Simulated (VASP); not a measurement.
# TiTe2 (P-3m1) in VASP: a series of runs

TiTe2 is run at these levels: PBE, PBE+D4; tasks: single point.

Everything below comes from runs of VASP 6.6.1. Logs are shortened: lines on timing, memory, paths and dates and some standing lists are left out, and cuts for length are marked.

## 1. The cell of the first run

Symmetry: P-3m1, No. 164, trigonal system. The conventional cell has a = 3.790 Å, b = 3.790 Å, c = 6.556 Å, α = 90.00°, β = 90.00°, γ = 120.00°. Ti (site symmetry -3m) has 6 Te at 2.77 Å within 3.6 Å. Within 3.6 Å of Te (site symmetry 3m) lie 3 Ti at 2.77 Å.

## 2. Single point, PBE

The input, INCAR:

```
SYSTEM = TiTe2
PREC = Accurate
ENCUT = 520
EDIFF = 1E-7
ISMEAR = -1
SIGMA = 0.02
LREAL = .FALSE.
LASPH = .TRUE.
NELM = 60
ALGO = Normal
ISIF = 2
LWAVE = .FALSE.
LCHARG = .FALSE.
GGA = PE
NBANDS = 19
```

The input, KPOINTS:

```
Automatic mesh
0
G
  2 2 2
  0 0 0
```

The input, POSCAR:

```
TiTe2
1.0
    3.7903815437      0.0000000000      0.0000000000
   -1.8951907719      3.2825667069      0.0000000000
    0.0000000000      0.0000000000      6.5558879831
Ti Te
1 2
Direct
    0.0000000000      0.0000000000      0.0000000000
    0.6666666667      0.3333333333      0.2577957668
    0.3333333333      0.6666666667      0.7422042332
```

Potentials or basis: VASP PAW PBE potentials, release 64 (Ti_sv, Te).

Started as:

```
> cat potpaw_PBE.64/Ti_sv/POTCAR potpaw_PBE.64/Te/POTCAR > POTCAR
> mpirun -np 1 vasp_std > vasp.out
```

OUTCAR:

```text
SYSTEM = TiTe2
   PREC = Accurate
   ENCUT = 520
   EDIFF = 1E-7
   ISMEAR = -1
   LREAL = .FALSE.
   LASPH = .TRUE.
   NELM = 60
   ISIF = 2
   GGA = PE

 ion  position               nearest neighbor table
   1  0.000  0.000  0.000-   2 2.77   3 2.77   2 2.77   3 2.77   2 2.77   3 2.77
   2  0.667  0.333  0.258-   1 2.77   1 2.77   1 2.77
   3  0.333  0.667  0.742-   1 2.77   1 2.77   1 2.77

  LATTYP: Found a hexagonal cell.
 ALAT       =     3.7903815437
 C/A-ratio  =     1.7296116255

  Lattice vectors:

 A1 = (   3.7903815437,   0.0000000000,   0.0000000000)
 A2 = (  -1.8951907719,   3.2825667069,   0.0000000000)
 A3 = (   0.0000000000,   0.0000000000,   6.5558879831)

Analysis of symmetry for initial positions (statically):
=====================================================================
 Subroutine PRICEL returns:
 Original cell was already a primitive cell.

 Routine SETGRP: Setting up the symmetry group for a
 hexagonal supercell.

 Subroutine GETGRP returns: Found 12 space group operations
 (whereof 12 operations were pure point group operations)
 out of a pool of 24 trial point group operations.

The static configuration has the point symmetry D_3d.

Analysis of symmetry for dynamics (positions and initial velocities):
=====================================================================
 Subroutine PRICEL returns:
 Original cell was already a primitive cell.

 Routine SETGRP: Setting up the symmetry group for a
 hexagonal supercell.

 Subroutine GETGRP returns: Found 12 space group operations
 (whereof 12 operations were pure point group operations)
 out of a pool of 24 trial point group operations.

The dynamic configuration has the point symmetry D_3d.

 Subroutine INISYM returns: Found 12 space group operations
 (whereof 12 operations are pure point group operations),
 and found     1 'primitive' translations

----------------------------------------------------------------------------------------

                                     Primitive cell

  volume of cell :      81.5695

  direct lattice vectors                    reciprocal lattice vectors
     3.790381544  0.000000000  0.000000000     0.263825683  0.152319829  0.000000000
    -1.895190772  3.282566707  0.000000000     0.000000000  0.304639658  0.000000000
[... 56 lines left out ...]
 SYSTEM =  TiTe2
   PREC   = accura    normal or accurate (medium, high low for compatibility)
   ISTART =      0    job   : 0-new  1-cont  2-samecut
   ICHARG =      2    charge: 1-file 2-atom 10-const
   ISPIN  =      1    spin polarized calculation?
   LNONCOLLINEAR =      F non collinear calculations
   LSORBIT =      F    spin-orbit coupling
   LASPH  =      T    aspherical Exc in radial PAW
   ENCUT  =  520.0 eV  38.22 Ry    6.18 a.u.   7.05  7.05 12.19*2*pi/ulx,y,z
   NELM   =     60;   NELMIN=  2; NELMDL= -5     # of ELM steps
   EDIFF  = 0.1E-06   stopping-criterion for ELM
   LREAL  =      F    real-space projection
   EDIFFG = 0.1E-05   stopping-criterion for IOM
   NSW    =      0    number of steps for IOM
   IBRION =     -1    ionic relax: 0-MD 1-quasi-New 2-CG
   NFREE  =      0    steps in history (QN), initial steepest desc. (CG)
   ISIF   =      2    stress and relaxation
   ISYM   =      2    0-nonsym 1-usesym 2-fastsym
   POTIM  = 0.5000    time-step for ionic-motion
   TEBEG  =    0.0;   TEEND  =   0.0 temperature during run
   PSTRESS=    0.0 pullay stress
   NELECT =      24.0000    total number of electrons
   NUPDOWN=      -1.0000    fix difference up-down
   EMIN   =  10.00;   EMAX   =-10.00  energy-range for DOS
   EFERMI =   0.00;   METHOD = LEGACY
   ISMEAR =    -1;   SIGMA  =   0.02  broadening in eV -4-tet -1-fermi 0-gaus
   EFERMI_NEDOS =   21; number of points for ismear=-14 and -15
   IALGO  =     38    algorithm
   IMIX   =      4    mixing-type and parameters
     AMIX     =   0.40;   BMIX     =  1.00
     AMIX_MAG =   1.60;   BMIX_MAG =  1.00
  volume/ion in A,a.u.               =      27.19       183.49
  Fermi-wavevector in a.u.,A,eV,Ry     =   1.088853  2.057634 16.131078  1.185601
  Thomas-Fermi vector in A             =   2.225044
   LORBIT       =      0    0 simple, 1 ext, 2 COOP (PROOUT), +10 PAW based schemes
   GGA     = PE    functional components
[... 5 lines left out ...]
 non-spin polarized calculation
  energy-cutoff  :      520.00
  volume of cell :       81.57
 maximum number of plane-waves:      2200
   NGX = 15   NGY = 15   NGZ = 25

 number of electron      23.9999990 magnetization

 Free energy of the ion-electron system (eV)
  ---------------------------------------------------
  ext. energy  EPLUGINS =         0.00000000
  ---------------------------------------------------
  free energy    TOTEN  =       -14.99503125 eV

  energy without entropy =      -14.98520644  energy(sigma->0) =      -14.99011884

 E-fermi :   7.0097     XC(G=0):  -9.7585

 val. band max:        6.9960886228   @ k =   0.5000   0.0000   0.0000
 cond. band min:       7.1046510582   @ k =   0.0000   0.0000   0.0000
 fundamental gap:      0.1085624353
 Fermi energy:         7.0096943313

 k-point     1 :       0.0000    0.0000    0.0000
  band No.  band energies     occupation
      1     -50.1528      2.00000
      2     -26.4573      2.00000
      3     -26.4573      2.00000
      4     -26.3862      2.00000
      5      -5.7545      2.00000
      6      -4.3388      2.00000
[... 65 lines left out ...]
      6      -3.8385      2.00000
[... 11 lines left out ...]
     18      10.8279      0.00000
     19      11.2747      0.00000

------------------------ aborting loop because EDIFF is reached ----------------------------------------

  FORCE on cell =-STRESS in cart. coord.  units (eV):
  Direction    XX          YY          ZZ          XY          YZ          ZX
  --------------------------------------------------------------------------------------
  -------------------------------------------------------------------------------------
  Total        0.3466462      0.3466462      1.2303606     -0.0000000      0.0000000      0.0000000
  in kB        6.8087759      6.8087759     24.1665682     -0.0000000      0.0000000      0.0000000
  external PRESSURE =      12.5947066 kB  Pullay stress =       0.0000000 kB

 VOLUME and BASIS-vectors are now :
 -----------------------------------------------------------------------------
  energy-cutoff  :      520.00
  volume of cell :       81.57
      direct lattice vectors                 reciprocal lattice vectors
     3.790381544  0.000000000  0.000000000     0.263825683  0.152319829  0.000000000
    -1.895190772  3.282566707  0.000000000     0.000000000  0.304639658  0.000000000
     0.000000000  0.000000000  6.555887983     0.000000000  0.000000000  0.152534638

 POSITION                                       TOTAL-FORCE (eV/Angst)
 -----------------------------------------------------------------------------------
      0.00000      0.00000      0.00000         0.000000      0.000000      0.000000
      1.89519      1.09419      1.69008         0.000000      0.000000      0.096983
     -0.00000      2.18838      4.86581        -0.000000     -0.000000     -0.096983
 -----------------------------------------------------------------------------------
    total drift:                               -0.000000     -0.000000      0.000000

  FREE ENERGIE OF THE ION-ELECTRON SYSTEM (eV)
  ---------------------------------------------------
  free  energy   TOTEN  =       -14.9950312525 eV

  energy  without entropy=      -14.9852064352  energy(sigma->0) =      -14.99011884
```

stdout:

```text
POSCAR found type information on POSCAR TiTe
 POSCAR found :  2 types and       3 ions
 scaLAPACK will be used
 LDA part: xc-table for (Slater+PW92), standard interpolation
 POSCAR, INCAR and KPOINTS ok, starting setup
 FFT: planning ... GRIDC
 FFT: planning ... GRID_SOFT
 FFT: planning ... GRID
 WAVECAR not read
 entering main loop
```

Wall time 9.3 s (1 thread of Intel Xeon 6975P-C, shared host); peak memory 0.18 GiB.

Results:

| Property | Result |
| --- | --- |
| Free energy | -14.9950 eV |
| Pressure | 1.3 GPa |
| Largest force | 0.097 eV/Å |
| Band gap on the k mesh | zero (band 12 reaches 7.48 eV, above the bottom of band 13 at 6.74 eV) |

Forces in eV/Å, atoms in the order of the input:
```
Ti   0.000  0.000  0.000
Te   0.000  0.000  0.097
Te   0.000  0.000 -0.097
```

Caveat: the k points lie up to 0.96 Å⁻¹ apart; spin-orbit coupling is left out, which moves the levels of the heavy elements; this functional lacks dispersion, which binds the layers, so the pressure and a relaxed spacing across them are unreliable.

## 3. Single point, PBE

Edit INCAR of step 2 so:

```diff
@@ -8,3 +8,3 @@
 LASPH = .TRUE.
-NELM = 60
+NELM = 80
 ALGO = Normal
```

The input, KPOINTS:

```
regular mesh
0
G
  5 5 5
  0 0 0
```

POSCAR is that of step 2.

Potentials or basis: VASP PAW PBE potentials, release 64 (Ti_sv, Te).

Started as:

```
> cat potpaw_PBE.64/Ti_sv/POTCAR potpaw_PBE.64/Te/POTCAR > POTCAR
> mpirun -np 1 vasp_std > vasp.out
```

Wall time 30 s (1 thread of Intel Xeon 6975P-C, shared host); peak memory 0.2 GiB.

Results (log left out):

```
Free energy            : -16.1879 eV
Pressure               : 1.0 GPa
Largest force          : 0.158 eV/Å
Band gap on the k mesh : zero (band 12 reaches 6.98 eV, above the bottom of band 13 at 6.42 eV)
```

Forces in eV/Å, atoms in the order of the input:
```
Ti   0.000  0.000  0.000
Te   0.000  0.000  0.158
Te   0.000  0.000 -0.158
```

Stress tensor (GPa, compression positive):
```
0.60 0.00 0.00
0.00 0.60 0.00
0.00 0.00 1.81
```

Levels at points of the mesh, in eV from the Fermi level:
```csv
k point,band 9,band 10,band 11,band 12,band 13,band 14,band 15,band 16
"(0.00, 0.00, 0.00)",-1.68,0.41,0.41,0.41,0.55,1.08,1.08,3.16
```

Caveat: the k points lie up to 0.38 Å⁻¹ apart; spin-orbit coupling is left out, which moves the levels of the heavy elements; this functional lacks dispersion, which binds the layers, so the pressure and a relaxed spacing across them are unreliable.

[end of part 1 of 2]
